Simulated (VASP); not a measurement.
# Ca (I4/mmm) in VASP: a series of runs

Runs on Ca. Level: r2SCAN. Tasks: single point.

Everything below comes from runs of VASP 6.6.1. Logs are shortened: lines on timing, memory, paths and dates and some standing lists are left out, and cuts for length are marked.

## (1) The cell of the first run

It takes space group I4/mmm (No. 139, tetragonal). Conventional cell: a = 4.340 Å, b = 4.340 Å, c = 4.774 Å, α = 90.00°, β = 90.00°, γ = 90.00°. Within 5.1 Å of Ca (site symmetry 4/mmm) lie 14 Ca at 3.89 to 4.77 Å.

## (2) Single point, r2SCAN

POSCAR

```
Ca
1.0
   -2.1699536458      2.1699536458      2.3869490104
    2.1699536458     -2.1699536458      2.3869490104
    2.1699536458      2.1699536458     -2.3869490104
Ca
1
Direct
    0.0000000000      0.0000000000      0.0000000000
```

INCAR.step1

```
SYSTEM = Ca
  PREC = Accurate
  ENCUT = 520
  ISMEAR = 0
  SIGMA = 0.15
  LREAL = .False.
  LASPH = .True.
  NELM = 100
  NBANDS = 11
  GGA = PE
  ALGO = Normal
  EDIFF = 1E-4
  LWAVE = .True.
  LCHARG = .False.
```

INCAR.step2

```
SYSTEM = Ca
  PREC = Accurate
  ENCUT = 520
  EDIFF = 1E-6
  ISMEAR = 0
  SIGMA = 0.15
  LREAL = .False.
  LASPH = .True.
  NELM = 100
  ALGO = Normal
  ISIF = 2
  LWAVE = .False.
  LCHARG = .False.
  METAGGA = R2SCAN
  LMIXTAU = .True.
  NBANDS = 11
  ISTART = 1
```

KPOINTS

```
regular mesh
0
Gamma
  16 16 16
  0 0 0
```

Potentials or basis: VASP PAW PBE potentials, release 64 (Ca_sv).

Started as:

```
cat potpaw_PBE.64/Ca_sv/POTCAR > POTCAR
cp INCAR.step1 INCAR
mpirun -np 1 vasp_std > vasp.out
cp INCAR.step2 INCAR
mpirun -np 1 vasp_std > vasp.out
```

OUTCAR:

```text
SYSTEM = Ca
   PREC = Accurate
   ENCUT = 520
   EDIFF = 1E-6
   ISMEAR = 0
   LREAL = .False.
   LASPH = .True.
   NELM = 100
   ISIF = 2
   METAGGA = R2SCAN
   ISTART = 1

 ion  position               nearest neighbor table
   1  0.000  0.000  0.000-

  LATTYP: Found a body centered tetragonal cell.
 ALAT       =     4.3399072916
 C/A-ratio  =     1.1000000000

  Lattice vectors:

 A1 = (  -2.1699536458,   2.1699536458,   2.3869490104)
 A2 = (   2.1699536458,  -2.1699536458,   2.3869490104)
 A3 = (   2.1699536458,   2.1699536458,  -2.3869490104)

Analysis of symmetry for initial positions (statically):
=====================================================================
 Subroutine PRICEL returns:
 Original cell was already a primitive cell.

 Routine SETGRP: Setting up the symmetry group for a
 body centered tetragonal supercell.

 Subroutine GETGRP returns: Found 16 space group operations
 (whereof 16 operations were pure point group operations)
 out of a pool of 16 trial point group operations.

The static configuration has the point symmetry D_4h.

Analysis of symmetry for dynamics (positions and initial velocities):
=====================================================================
 Subroutine PRICEL returns:
 Original cell was already a primitive cell.

 Routine SETGRP: Setting up the symmetry group for a
 body centered tetragonal supercell.

 Subroutine GETGRP returns: Found 16 space group operations
 (whereof 16 operations were pure point group operations)
 out of a pool of 16 trial point group operations.

The dynamic configuration has the point symmetry D_4h.

 Subroutine INISYM returns: Found 16 space group operations
 (whereof 16 operations are pure point group operations),
 and found     1 'primitive' translations

----------------------------------------------------------------------------------------

                                     Primitive cell

  volume of cell :      44.9577

  direct lattice vectors                    reciprocal lattice vectors
    -2.169953646  2.169953646  2.386949010     0.000000000  0.230419669  0.209472426
     2.169953646 -2.169953646  2.386949010     0.230419669  0.000000000  0.209472426
     2.169953646  2.169953646 -2.386949010     0.230419669  0.230419669  0.000000000

  length of vectors
     3.887791562  3.887791562  3.887791562     0.311403149  0.311403149  0.325862620

  position of ions in fractional coordinates (direct lattice)
     0.000000000  0.000000000  0.000000000

  ion indices of the primitive-cell ions
   primitive index   ion index
                 1           1

----------------------------------------------------------------------------------------

 KPOINTS: regular mesh

Automatic generation of k-mesh.
 Grid dimensions read from file:
 generate k-points for:   16   16   16

 Generating k-lattice:

  Cartesian coordinates                     Fractional coordinates (reciprocal lattice)
     0.000000000  0.014401229  0.013092027     0.062500000  0.000000000  0.000000000
     0.014401229  0.000000000  0.013092027     0.000000000  0.062500000  0.000000000
     0.014401229  0.014401229  0.000000000     0.000000000  0.000000000  0.062500000

  Length of vectors
     0.019462697  0.019462697  0.020366414

  Shift w.r.t. Gamma in fractional coordinates (k-lattice)
     0.000000000  0.000000000  0.000000000

 Subroutine IBZKPT returns following result:
 ===========================================

 Found    349 irreducible k-points:

 Following reciprocal coordinates:
            Coordinates               Weight
  0.000000  0.000000  0.000000      1.000000
  0.062500  0.000000  0.000000      8.000000
  0.125000  0.000000  0.000000      8.000000
  0.187500  0.000000  0.000000      8.000000
  0.250000  0.000000  0.000000      8.000000
  0.312500  0.000000  0.000000      8.000000
[... 16 lines left out ...]
 -0.125000  0.062500  0.000000     16.000000
 -0.062500  0.062500  0.000000      4.000000
 [... further k-points ...]
   k-points           NKPTS =    349   k-points in BZ     NKDIM =    349   number of bands    NBANDS=     11
   number of dos      NEDOS =    301   number of ions     NIONS =      1
   total plane-waves  NPLWV =  27000
   dimension x,y,z NGX =    30 NGY =   30 NGZ =   30
   dimension x,y,z NGXF=    60 NGYF=   60 NGZF=   60
   ions per type =               1
   NGX,Y,Z   is equivalent  to a cutoff of  12.83, 12.83, 12.83 a.u.
   NGXF,Y,Z  is equivalent  to a cutoff of  25.66, 25.66, 25.66 a.u.
 SYSTEM =  Ca
   PREC   = accura    normal or accurate (medium, high low for compatibility)
   ISTART =      1    job   : 0-new  1-cont  2-samecut
   ICHARG =      0    charge: 1-file 2-atom 10-const
   ISPIN  =      1    spin polarized calculation?
   LNONCOLLINEAR =      F non collinear calculations
   LSORBIT =      F    spin-orbit coupling
   LASPH  =      T    aspherical Exc in radial PAW
   ENCUT  =  520.0 eV  38.22 Ry    6.18 a.u.   7.23  7.23  7.23*2*pi/ulx,y,z
   NELM   =    100;   NELMIN=  2; NELMDL=  0     # of ELM steps
   EDIFF  = 0.1E-05   stopping-criterion for ELM
   LREAL  =      F    real-space projection
   EDIFFG = 0.1E-04   stopping-criterion for IOM
   NSW    =      0    number of steps for IOM
   IBRION =     -1    ionic relax: 0-MD 1-quasi-New 2-CG
   NFREE  =      0    steps in history (QN), initial steepest desc. (CG)
   ISIF   =      2    stress and relaxation
   ISYM   =      2    0-nonsym 1-usesym 2-fastsym
   POTIM  = 0.5000    time-step for ionic-motion
   TEBEG  =    0.0;   TEEND  =   0.0 temperature during run
   PSTRESS=    0.0 pullay stress
   NELECT =      10.0000    total number of electrons
   NUPDOWN=      -1.0000    fix difference up-down
   EMIN   =  10.00;   EMAX   =-10.00  energy-range for DOS
   EFERMI =   0.00;   METHOD = LEGACY
   ISMEAR =     0;   SIGMA  =   0.15  broadening in eV -4-tet -1-fermi 0-gaus
   EFERMI_NEDOS =   21; number of points for ismear=-14 and -15
   IALGO  =     38    algorithm
   IMIX   =      4    mixing-type and parameters
     AMIX     =   0.40;   BMIX     =  1.00
     AMIX_MAG =   1.60;   BMIX_MAG =  1.00
  volume/ion in A,a.u.               =      44.96       303.39
  Fermi-wavevector in a.u.,A,eV,Ry     =   0.991913  1.874443 13.386649  0.983891
  Thomas-Fermi vector in A             =   2.123688
   LORBIT       =      0    0 simple, 1 ext, 2 COOP (PROOUT), +10 PAW based schemes
   METAGGA = R2SCAN    functional components
   LHFCALC =     F    Hartree Fock is set to
   AEXX    =    0.0000 exact exchange contribution
   IVDW    =     0    specifies the selected vdW correction
   LEPSILON=     F    determine dielectric tensor
   LRPA    =     F    only Hartree local field effects (RPA)
 non-spin polarized calculation
 Gauss-broadening in eV      SIGMA  =   0.15
  energy-cutoff  :      520.00
  volume of cell :       44.96
 maximum number of plane-waves:      1227
 NGX is ok and might be reduce to    30

 number of electron       9.9999997 magnetization

 Free energy of the ion-electron system (eV)
  ---------------------------------------------------
  ext. energy  EPLUGINS =         0.00000000
  ---------------------------------------------------
  free energy    TOTEN  =        -7.02339443 eV

  energy without entropy =       -7.00947302  energy(sigma->0) =       -7.01643373

 E-fermi :   1.7949     XC(G=0):  -8.0132

 val. band max:        1.7907016532   @ k =  -0.2500  -0.4375   0.0625
 cond. band min:       1.8002529973   @ k =   0.3750   0.1250   0.0625
 fundamental gap:      0.0095513441
 Fermi energy:         1.7949296264

 k-point     1 :       0.0000    0.0000    0.0000
  band No.  band energies     occupation
      1     -42.1866      2.00000
      2     -22.2218      2.00000
      3     -22.2217      2.00000
      4     -22.2147      2.00000
      5      -2.4155      2.00000
      6       4.2662      0.00000
      7       4.2662      0.00000
      8       4.6617      0.00000
      9       5.1265      0.00000
     10       5.6022      0.00000
     11      11.6947      0.00000

 k-point     2 :       0.0625    0.0000    0.0000
  band No.  band energies     occupation
      1     -42.1861      2.00000
      2     -22.2249      2.00000
      3     -22.2231      2.00000
      4     -22.2162      2.00000
      5      -2.3462      2.00000
      6       4.2382      0.00000
      7       4.2744      0.00000
      8       4.6626      0.00000
      9       5.0921      0.00000
     10       5.5794      0.00000
     11      11.7066      0.00000

 k-point     3 :       0.1250    0.0000    0.0000
  band No.  band energies     occupation
      1     -42.1849      2.00000
      2     -22.2368      2.00000
      3     -22.2270      2.00000
      4     -22.2173      2.00000
      5      -2.1406      2.00000
      6       4.1184      0.00000
      7       4.2475      0.00000
      8       4.7250      0.00000
      9       5.0303      0.00000
     10       5.5328      0.00000
     11      11.4490      0.00000

 k-point     4 :       0.1875    0.0000    0.0000
  band No.  band energies     occupation
      1     -42.1831      2.00000
      2     -22.2558      2.00000
      3     -22.2327      2.00000
      4     -22.2176      2.00000
      5      -1.8057      2.00000
      6       3.8528      0.00000
      7       4.1347      0.00000
      8       4.9175      0.00000
      9       5.0179      0.00000
     10       5.4976      0.00000
     11      10.5537      0.00000
[... 239 lines left out ...]
 k-point    22 :      -0.1875    0.0625    0.0000
  band No.  band energies     occupation
      1     -42.1837      2.00000
      2     -22.2495      2.00000
      3     -22.2290      2.00000
      4     -22.2194      2.00000
      5      -1.9191      2.00000
      6       3.9405      0.00000
      7       4.2129      0.00000
      8       4.7743      0.00000
      9       5.0609      0.00000
     10       5.4969      0.00000
     11      11.0292      0.00000

 k-point    23 :      -0.1250    0.0625    0.0000
  band No.  band energies     occupation
      1     -42.1852      2.00000
      2     -22.2342      2.00000
      3     -22.2240      2.00000
      4     -22.2184      2.00000
      5      -2.1956      2.00000
      6       4.1208      0.00000
      7       4.3327      0.00000
      8       4.6210      0.00000
      9       5.1146      0.00000
     10       5.5085      0.00000
     11      11.7496      0.00000

 k-point    24 :      -0.0625    0.0625    0.0000
  band No.  band energies     occupation
      1     -42.1861      2.00000
      2     -22.2263      2.00000
      3     -22.2221      2.00000
      4     -22.2165      2.00000
      5      -2.3396      2.00000
      6       4.2068      0.00000
      7       4.3179      0.00000
      8       4.6238      0.00000
      9       5.1375      0.00000
     10       5.5519      0.00000
     11      11.7869      0.00000

 [... further k-points ...]
[... 5 lines left out ...]
  --------------------------------------------------------------------------------------
  -------------------------------------------------------------------------------------
  Total       -0.1925234     -0.1925234     -0.1404012      0.0000000      0.0000000      0.0000000
  in kB       -6.8610419     -6.8610419     -5.0035408      0.0000000      0.0000000      0.0000000
  external PRESSURE =      -6.2418749 kB  Pullay stress =       0.0000000 kB

 VOLUME and BASIS-vectors are now :
 -----------------------------------------------------------------------------
  energy-cutoff  :      520.00
  volume of cell :       44.96
      direct lattice vectors                 reciprocal lattice vectors
    -2.169953646  2.169953646  2.386949010     0.000000000  0.230419669  0.209472426
     2.169953646 -2.169953646  2.386949010     0.230419669  0.000000000  0.209472426
     2.169953646  2.169953646 -2.386949010     0.230419669  0.230419669  0.000000000

 POSITION                                       TOTAL-FORCE (eV/Angst)
 -----------------------------------------------------------------------------------
      0.00000      0.00000      0.00000        -0.000000     -0.000000     -0.000000
 -----------------------------------------------------------------------------------
    total drift:                               -0.000000     -0.000000      0.000000

  FREE ENERGIE OF THE ION-ELECTRON SYSTEM (eV)
  ---------------------------------------------------
  free  energy   TOTEN  =        -7.0233944350 eV

  energy  without entropy=       -7.0094730215  energy(sigma->0) =       -7.01643373
```

It took 4.8 min on 1 thread of Intel Xeon 6975P-C (Granite Rapids), shared host; peak memory 0.3 GiB.

What came out:

| Item | Value |
| --- | --- |
| Free energy | -7.0234 eV |
| Pressure | -0.6 GPa |
| Band gap on the k mesh | zero (bands 5 and 6 overlap by 0.61 eV) |

Stress tensor (GPa, compression positive):
```
-0.69  0.00  0.00
 0.00 -0.69  0.00
 0.00  0.00 -0.50
```

Levels at points of the mesh, in eV from the Fermi level:
```csv
k point,band 1,band 2,band 3,band 4,band 5,band 6,band 7,band 8,band 9,band 10
"(0.00, 0.00, 0.00)",-43.98,-24.02,-24.02,-24.01,-4.21,2.47,2.47,2.87,3.33,3.81
"(0.50, 0.00, 0.00)",-43.97,-24.13,-24.05,-24.01,-0.89,-0.27,1.79,3.24,3.93,4.56
"(0.50, 0.50, 0.00)",-43.97,-24.13,-24.05,-24.02,-0.69,0.05,1.25,3.83,4.03,4.64
"(0.50, 0.50, 0.50)",-43.96,-24.11,-24.09,-24.09,0.08,0.33,2.90,4.32,4.43,4.43
```

Caveat: the PAW data sets were made with another functional, which shifts forces and pressure a little.

## (3) Single point, r2SCAN

This run uses another cell than the first one, of the same volume but with other edges.

POSCAR

```
Ca
1.0
   -2.5144415644      2.5144415644      1.7777101860
    2.5144415644     -2.5144415644      1.7777101860
    2.5144415644      2.5144415644     -1.7777101860
Ca
1
Direct
    0.0000000000      0.0000000000      0.0000000000
```

INCAR.step1

```
ALGO = Normal ; EDIFF = 1E-4
ENCUT = 520 ; GGA = PE
ISMEAR = 0 ; LASPH = T
LCHARG = F ; LREAL = F
LWAVE = T ; NBANDS = 11
NELM = 100 ; PREC = Accurate
SIGMA = 0.15
```

INCAR.step2

```
ALGO = Normal ; EDIFF = 1E-7
ENCUT = 520 ; ISIF = 2
ISMEAR = 0 ; ISTART = 1
LASPH = T ; LCHARG = F
LMIXTAU = T ; LREAL = F
LWAVE = F ; METAGGA = R2SCAN
NBANDS = 11 ; NELM = 100
PREC = Accurate ; SIGMA = 0.15
```

KPOINTS

```
k-points
0
Gamma
  16 16 16
```

Potentials or basis: VASP PAW PBE potentials, release 64 (Ca_sv).

Started as:

```
cat potpaw_PBE.64/Ca_sv/POTCAR > POTCAR
cp INCAR.step1 INCAR
mpirun -np 1 vasp_std > vasp.out
cp INCAR.step2 INCAR
mpirun -np 1 vasp_std > vasp.out
```

It took 14 min on 1 thread of Intel Xeon 8259CL, shared host; peak memory 0.3 GiB.

Results (log left out):

```
Free energy            : -6.8728 eV
Pressure               : -0.1 GPa
Band gap on the k mesh : zero (bands 5 and 6 overlap by 1.39 eV)
```

Stress tensor (GPa, compression positive):
```
-2.52  0.00  0.00
 0.00 -2.52  0.00
 0.00  0.00  4.65
```

Levels at points of the mesh, in eV from the Fermi level:
| k point | band 1 | band 2 | band 3 | band 4 | band 5 | band 6 | band 7 | band 8 | band 9 | band 10 |
| --- | --- | --- | --- | --- | --- | --- | --- | --- | --- | --- |
| (0.00, 0.00, 0.00) | -43.98 | -24.01 | -24.01 | -24.00 | -4.17 | 1.63 | 2.21 | 3.53 | 3.53 | 4.16 |
| (0.50, 0.00, 0.00) | -43.96 | -24.22 | -24.03 | -24.02 | -0.41 | 0.58 | 1.09 | 3.44 | 4.32 | 4.48 |
| (0.50, 0.50, 0.00) | -43.97 | -24.11 | -24.02 | -24.00 | -1.40 | -0.79 | 2.24 | 3.22 | 3.35 | 4.55 |
| (0.50, 0.50, 0.50) | -43.96 | -24.09 | -24.09 | -24.03 | -0.07 | 0.24 | 2.20 | 2.20 | 4.44 | 4.44 |

Caveat: the PAW data sets were made with another functional, which shifts forces and pressure a little.

## (4) Single point, r2SCAN

POSCAR

```
Ca
1.0
   -2.3646945100      2.3646945100      2.0099903335
    2.3646945100     -2.3646945100      2.0099903335
    2.3646945100      2.3646945100     -2.0099903335
Ca
1
Direct
    0.0000000000      0.0000000000      0.0000000000
```

INCAR.step1

```
PREC = Accurate
ENCUT = 520
ISMEAR = 0
SIGMA = 0.15
LREAL = False
LASPH = True
NELM = 80
NBANDS = 11
GGA = PE
ALGO = Normal
EDIFF = 1E-4
LWAVE = True
LCHARG = False
```

INCAR.step2

```
PREC = Accurate
ENCUT = 520
EDIFF = 1E-7
ISMEAR = 0
SIGMA = 0.15
LREAL = False
LASPH = True
NELM = 80
ALGO = Normal
ISIF = 2
LWAVE = False
LCHARG = True
METAGGA = R2SCAN
LMIXTAU = True
LELF = True
LVHAR = True
NBANDS = 11
ISTART = 1
```

KPOINTS

```
Automatic mesh
0
Gamma
  16 16 16
```

Started as:

```
cat potpaw_PBE.64/Ca_sv/POTCAR > POTCAR
cp INCAR.step1 INCAR
mpirun -np 1 vasp_std > vasp.out
cp INCAR.step2 INCAR
mpirun -np 1 vasp_std > vasp.out
```

Run time: 15 min. Hardware: 1 thread of Intel Xeon 8259CL, shared host; peak memory 0.3 GiB.

It converged, with:

```
Free energy            : -7.0081 eV
Pressure               : -0.6 GPa
Band gap on the k mesh : zero (bands 5 and 6 overlap by 0.88 eV)
```

Stress tensor (GPa, compression positive):
```
-1.09  0.00  0.00
 0.00 -1.09  0.00
 0.00  0.00  0.31
```

Levels at points of the mesh, in eV from the Fermi level:
```tsv
k point	band 3	band 4	band 5	band 6	band 7	band 8
(0.00, 0.00, 0.00)	-24.02	-24.02	-4.22	2.09	2.91	2.91
(0.50, 0.00, 0.00)	-24.06	-24.03	-0.68	0.05	1.30	3.49
(0.50, 0.50, 0.00)	-24.06	-24.01	-1.11	-0.53	2.29	2.92
(0.50, 0.50, 0.50)	-24.11	-24.09	0.03	0.32	3.03	3.03
```

Caveat: the PAW data sets were made with another functional, which shifts forces and pressure a little.

[end of part 1 of 2]
